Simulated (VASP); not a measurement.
# AgRh (P-6m2) in VASP: further runs

AgRh is run at these levels: PBE; tasks: single point.

Program: VASP 6.6.1. These are calculated values, not measurements. Logs are shortened: lines on timing, memory, paths and dates and some standing lists are left out, and cuts for length are marked.

**1. The cell of the first run**

The structure is hexagonal, space group P-6m2 (No. 187). Conventional cell: a = 2.778 Å, b = 2.778 Å, c = 4.809 Å, α = 90.00°, β = 90.00°, γ = 120.00°. Ag (site symmetry -6m2) has 6 Ag at 2.78 Å and 6 Rh at 2.89 Å within 3.7 Å. Rh (site symmetry -6m2) has 6 Rh at 2.78 Å and 6 Ag at 2.89 Å within 3.7 Å.

**2. Single point, PBE, collinear spin, ferromagnetic start**

Contents of INCAR:

```
SYSTEM = AgRh
ALGO = Normal ; EDIFF = 1E-7
ENCUT = 520 ; GGA = PE
ISIF = 2 ; ISMEAR = -1
ISPIN = 2 ; LASPH = .True.
LCHARG = .False. ; LMAXMIX = 4
LORBIT = 11 ; LREAL = .False.
LWAVE = .False. ; MAGMOM = 0 0.4
NBANDS = 24 ; NELM = 150
PREC = Accurate ; SIGMA = 0.05
```

Contents of KPOINTS:

```
k-points
0
Gamma
  14 14 7
  0 0 0
```

Contents of POSCAR:

```
AgRh
1.0
    2.7775881998      0.0000000000      0.0000000000
   -1.3887940999      2.4054619423      0.0000000000
    0.0000000000      0.0000000000      4.8086020000
Ag Rh
1 1
Direct
    0.0000000000      0.0000000000      0.5000000000
    0.6666666667      0.3333333333      0.0000000000
```

Potentials or basis: VASP PAW PBE potentials, release 64 (Ag, Rh_pv).

The run is started by

```
$ cat potpaw_PBE.64/Ag/POTCAR potpaw_PBE.64/Rh_pv/POTCAR > POTCAR
$ mpirun -np 1 vasp_std > vasp.out
```

OUTCAR:

```text
SYSTEM = AgRh
   EDIFF = 1E-7
   ENCUT = 520
   GGA = PE
   ISIF = 2
   ISMEAR = -1
   ISPIN = 2
   LASPH = .True.
   LORBIT = 11
   LREAL = .False.
   NELM = 150
   PREC = Accurate

 ion  position               nearest neighbor table
   1  0.000  0.000  0.500-   2 2.89   2 2.89   2 2.89   2 2.89   2 2.89   2 2.89
   2  0.667  0.333  0.000-   1 2.89   1 2.89   1 2.89   1 2.89   1 2.89   1 2.89

  LATTYP: Found a hexagonal cell.
 ALAT       =     2.7775881998
 C/A-ratio  =     1.7312148721

  Lattice vectors:

 A1 = (   2.7775881998,   0.0000000000,   0.0000000000)
 A2 = (  -1.3887940999,   2.4054619423,   0.0000000000)
 A3 = (   0.0000000000,   0.0000000000,   4.8086020000)

Analysis of symmetry for initial positions (statically):
=====================================================================
 Subroutine PRICEL returns:
 Original cell was already a primitive cell.

 Routine SETGRP: Setting up the symmetry group for a
 hexagonal supercell.

 Subroutine GETGRP returns: Found 12 space group operations
 (whereof 12 operations were pure point group operations)
 out of a pool of 24 trial point group operations.

The static configuration has the point symmetry D_3h.

Analysis of symmetry for dynamics (positions and initial velocities):
=====================================================================
 Subroutine PRICEL returns:
 Original cell was already a primitive cell.

 Routine SETGRP: Setting up the symmetry group for a
 hexagonal supercell.

 Subroutine GETGRP returns: Found 12 space group operations
 (whereof 12 operations were pure point group operations)
 out of a pool of 24 trial point group operations.

The dynamic configuration has the point symmetry D_3h.

Analysis of structural, dynamic, and magnetic symmetry:
=====================================================================
 Subroutine PRICEL returns:
 Original cell was already a primitive cell.

 Routine SETGRP: Setting up the symmetry group for a
 hexagonal supercell.

 Subroutine GETGRP returns: Found 12 space group operations
 (whereof 12 operations were pure point group operations)
 out of a pool of 24 trial point group operations.

The overall configuration has the point symmetry D_3h.

 Subroutine INISYM returns: Found 12 space group operations
 (whereof 12 operations are pure point group operations),
 and found     1 'primitive' translations

----------------------------------------------------------------------------------------

                                     Primitive cell

  volume of cell :      32.1281

  direct lattice vectors                    reciprocal lattice vectors
     2.777588200  0.000000000  0.000000000     0.360024571  0.207860283  0.000000000
    -1.388794100  2.405461942  0.000000000     0.000000000  0.415720566  0.000000000
     0.000000000  0.000000000  4.808602000     0.000000000  0.000000000  0.207960651

  length of vectors
     2.777588200  2.777588200  4.808602000     0.415720566  0.415720566  0.207960651

  position of ions in fractional coordinates (direct lattice)
     0.000000000  0.000000000  0.500000000
     0.666666667  0.333333333  0.000000000

  ion indices of the primitive-cell ions
   primitive index   ion index
                 1           1
                 2           2

----------------------------------------------------------------------------------------

 KPOINTS: k-points

Automatic generation of k-mesh.
 Grid dimensions read from file:
 generate k-points for:   14   14    7

 Generating k-lattice:

  Cartesian coordinates                     Fractional coordinates (reciprocal lattice)
     0.025716041  0.014847163  0.000000000     0.071428571  0.000000000  0.000000000
     0.000000000  0.029694326  0.000000000     0.000000000  0.071428571  0.000000000
     0.000000000  0.000000000  0.029708664     0.000000000  0.000000000  0.142857143

  Length of vectors
     0.029694326  0.029694326  0.029708664

  Shift w.r.t. Gamma in fractional coordinates (k-lattice)
     0.000000000  0.000000000  0.000000000

 Subroutine IBZKPT returns following result:
 ===========================================

 Found     96 irreducible k-points:

 Following reciprocal coordinates:
            Coordinates               Weight
  0.000000  0.000000  0.000000      1.000000
  0.071429  0.000000  0.000000      6.000000
  0.142857  0.000000  0.000000      6.000000
  0.214286  0.000000  0.000000      6.000000
  0.285714  0.000000  0.000000      6.000000
  0.357143  0.000000  0.000000      6.000000
[... 16 lines left out ...]
  0.285714  0.285714  0.000000      6.000000
  0.357143  0.285714  0.000000      6.000000
 [... further k-points ...]
   k-points           NKPTS =     96   k-points in BZ     NKDIM =     96   number of bands    NBANDS=     24
   number of dos      NEDOS =    301   number of ions     NIONS =      2
   total plane-waves  NPLWV =  20736
   dimension x,y,z NGX =    24 NGY =   24 NGZ =   36
   dimension x,y,z NGXF=    48 NGYF=   48 NGZF=   72
   ions per type =               1   1
   NGX,Y,Z   is equivalent  to a cutoff of  14.36, 14.36, 12.45 a.u.
   NGXF,Y,Z  is equivalent  to a cutoff of  28.73, 28.73, 24.89 a.u.
 SYSTEM =  AgRh
   PREC   = accura    normal or accurate (medium, high low for compatibility)
   ISTART =      0    job   : 0-new  1-cont  2-samecut
   ICHARG =      2    charge: 1-file 2-atom 10-const
   ISPIN  =      2    spin polarized calculation?
   LNONCOLLINEAR =      F non collinear calculations
   LSORBIT =      F    spin-orbit coupling
   LASPH  =      T    aspherical Exc in radial PAW
   ENCUT  =  520.0 eV  38.22 Ry    6.18 a.u.   5.16  5.16  8.94*2*pi/ulx,y,z
   NELM   =    150;   NELMIN=  2; NELMDL= -5     # of ELM steps
   EDIFF  = 0.1E-06   stopping-criterion for ELM
   LREAL  =      F    real-space projection
   EDIFFG = 0.1E-05   stopping-criterion for IOM
   NSW    =      0    number of steps for IOM
   IBRION =     -1    ionic relax: 0-MD 1-quasi-New 2-CG
   NFREE  =      0    steps in history (QN), initial steepest desc. (CG)
   ISIF   =      2    stress and relaxation
   ISYM   =      2    0-nonsym 1-usesym 2-fastsym
   POTIM  = 0.5000    time-step for ionic-motion
   TEBEG  =    0.0;   TEEND  =   0.0 temperature during run
   PSTRESS=    0.0 pullay stress
   NELECT =      26.0000    total number of electrons
   NUPDOWN=      -1.0000    fix difference up-down
   EMIN   =  10.00;   EMAX   =-10.00  energy-range for DOS
   EFERMI =   0.00;   METHOD = LEGACY
   ISMEAR =    -1;   SIGMA  =   0.05  broadening in eV -4-tet -1-fermi 0-gaus
   EFERMI_NEDOS =   21; number of points for ismear=-14 and -15
   IALGO  =     38    algorithm
   IMIX   =      4    mixing-type and parameters
     AMIX     =   0.40;   BMIX     =  1.00
     AMIX_MAG =   1.60;   BMIX_MAG =  1.00
  volume/ion in A,a.u.               =      16.06       108.41
  Fermi-wavevector in a.u.,A,eV,Ry     =   1.525589  2.882945 31.666497  2.327422
  Thomas-Fermi vector in A             =   2.633739
   LORBIT       =     11    0 simple, 1 ext, 2 COOP (PROOUT), +10 PAW based schemes
   GGA     = PE    functional components
   LHFCALC =     F    Hartree Fock is set to
   AEXX    =    0.0000 exact exchange contribution
   IVDW    =     0    specifies the selected vdW correction
   LEPSILON=     F    determine dielectric tensor
   LRPA    =     F    only Hartree local field effects (RPA)
 spin polarized calculation
  energy-cutoff  :      520.00
  volume of cell :       32.13
 maximum number of plane-waves:       877
 NGX is ok and might be reduce to    24
   NGX = 11   NGY = 11   NGZ = 17

 number of electron      25.9999997 magnetization       0.4602450

 Free energy of the ion-electron system (eV)
  ---------------------------------------------------
  ext. energy  EPLUGINS =         0.00000000
  ---------------------------------------------------
  free energy    TOTEN  =        -9.45895793 eV

  energy without entropy =       -9.44020800  energy(sigma->0) =       -9.44958297

 E-fermi :   8.8660     XC(G=0): -12.7902

 val. band max:        8.8637400178   @ k =   0.2857   0.0714   0.1429
 cond. band min:       8.8666256599   @ k =   0.4286   0.0000   0.1429
 fundamental gap:      0.0028856421
 Fermi energy:         8.8659877105

 spin component 1

 k-point     1 :       0.0000    0.0000    0.0000
  band No.  band energies     occupation
      1     -37.0405      1.00000
      2     -36.9821      1.00000
      3     -36.9821      1.00000
      4       1.6694      1.00000
      5       3.1012      1.00000
      6       4.5670      1.00000
[... 16 lines left out ...]
     23      32.2581      0.00000
     24      32.2581      0.00000

 k-point     2 :       0.0714    0.0000    0.0000
  band No.  band energies     occupation
      1     -37.0379      1.00000
      2     -37.0021      1.00000
      3     -36.9869      1.00000
      4       1.8309      1.00000
      5       3.1980      1.00000
      6       4.5016      1.00000
[... 586 lines left out ...]
 k-point    24 :       0.3571    0.2857    0.0000
  band No.  band energies     occupation
      1     -37.2879      1.00000
      2     -37.2282      1.00000
      3     -36.9807      1.00000
      4       3.7970      1.00000
      5       4.0571      1.00000
      6       4.4826      1.00000
[... 16 lines left out ...]
     23      30.2840      0.00000
     24      33.1257      0.00000

 [... further k-points ...]

 spin component 2

 k-point     1 :       0.0000    0.0000    0.0000
  band No.  band energies     occupation
      1     -36.6732      1.00000
      2     -36.6732      1.00000
      3     -36.5946      1.00000
      4       1.6836      1.00000
      5       3.1211      1.00000
      6       4.5766      1.00000
[... 16 lines left out ...]
     23      32.3036      0.00000
     24      32.3036      0.00000

 k-point     2 :       0.0714    0.0000    0.0000
  band No.  band energies     occupation
      1     -36.6934      1.00000
      2     -36.6780      1.00000
      3     -36.5919      1.00000
      4       1.8456      1.00000
      5       3.2169      1.00000
      6       4.5125      1.00000
[... 586 lines left out ...]
 k-point    24 :       0.3571    0.2857    0.0000
  band No.  band energies     occupation
      1     -36.9828      1.00000
      2     -36.9223      1.00000
      3     -36.5338      1.00000
      4       3.8742      1.00000
      5       4.0779      1.00000
      6       4.5086      1.00000
[... 16 lines left out ...]
     23      30.8308      0.00000
     24      33.1535      0.00000

 [... further k-points ...]
[... 5 lines left out ...]
  --------------------------------------------------------------------------------------
  -------------------------------------------------------------------------------------
  Total       -0.3861299     -0.3861299     -0.5104873      0.0000000      0.0000000      0.0000000
  in kB      -19.2556783    -19.2556783    -25.4571811      0.0000000      0.0000000      0.0000000
  external PRESSURE =     -21.3228459 kB  Pullay stress =       0.0000000 kB

 VOLUME and BASIS-vectors are now :
 -----------------------------------------------------------------------------
  energy-cutoff  :      520.00
  volume of cell :       32.13
      direct lattice vectors                 reciprocal lattice vectors
     2.777588200  0.000000000  0.000000000     0.360024571  0.207860283  0.000000000
    -1.388794100  2.405461942  0.000000000     0.000000000  0.415720566  0.000000000
     0.000000000  0.000000000  4.808602000     0.000000000  0.000000000  0.207960651

 POSITION                                       TOTAL-FORCE (eV/Angst)
 -----------------------------------------------------------------------------------
      0.00000      0.00000      2.40430         0.000000      0.000000      0.000000
      1.38879      0.80182      0.00000        -0.000000      0.000000      0.000000
 -----------------------------------------------------------------------------------
    total drift:                               -0.000000      0.000000      0.000000

  FREE ENERGIE OF THE ION-ELECTRON SYSTEM (eV)
  ---------------------------------------------------
  free  energy   TOTEN  =        -9.4589579312 eV

  energy  without entropy=       -9.4402079995  energy(sigma->0) =       -9.44958297

 total charge

# of ion       s       p       d       tot
------------------------------------------
    1        0.427   0.348   9.155   9.929
    2        0.349   6.187   7.080  13.616
--------------------------------------------------
tot          0.776   6.535  16.234  23.545

 magnetization (x)

# of ion       s       p       d       tot
------------------------------------------
    1       -0.004  -0.007   0.025   0.014
    2        0.001  -0.001   0.450   0.450
--------------------------------------------------
tot         -0.002  -0.008   0.475   0.465
```

It took 48 s on 1 thread of Intel Xeon 6975P-C (Granite Rapids), shared host; peak memory 0.24 GiB.

What came out:

| Item | Value |
| --- | --- |
| Free energy | -9.4590 eV |
| Pressure | -2.1 GPa |
| Net moment | 0.46 μB per cell |
| Site moments | Ag +0.01; Rh +0.45 μB |
| Valence electrons inside the program's atomic spheres | Ag 9.93; Rh 13.62 |

Levels at points of the mesh, in eV from the Fermi level:
Spin up:
```
           k point  band 10  band 11  band 12  band 13  band 14  band 15  band 16  band 17
(0.00, 0.00, 0.00)    -3.14    -1.94    -1.94    -0.15    -0.15     0.14     5.24    16.63
(0.50, 0.00, 0.00)    -2.24    -1.71    -0.35     0.94     1.80     3.92     8.38     8.59
```
Spin down:
| k point | band 10 | band 11 | band 12 | band 13 | band 14 | band 15 | band 16 | band 17 |
| --- | --- | --- | --- | --- | --- | --- | --- | --- |
| (0.00, 0.00, 0.00) | -3.11 | -1.72 | -1.72 | 0.16 | 0.32 | 0.32 | 5.37 | 16.60 |
| (0.50, 0.00, 0.00) | -2.23 | -1.55 | 0.07 | 1.20 | 1.84 | 4.02 | 8.40 | 8.67 |

[end of part 1 of 2]
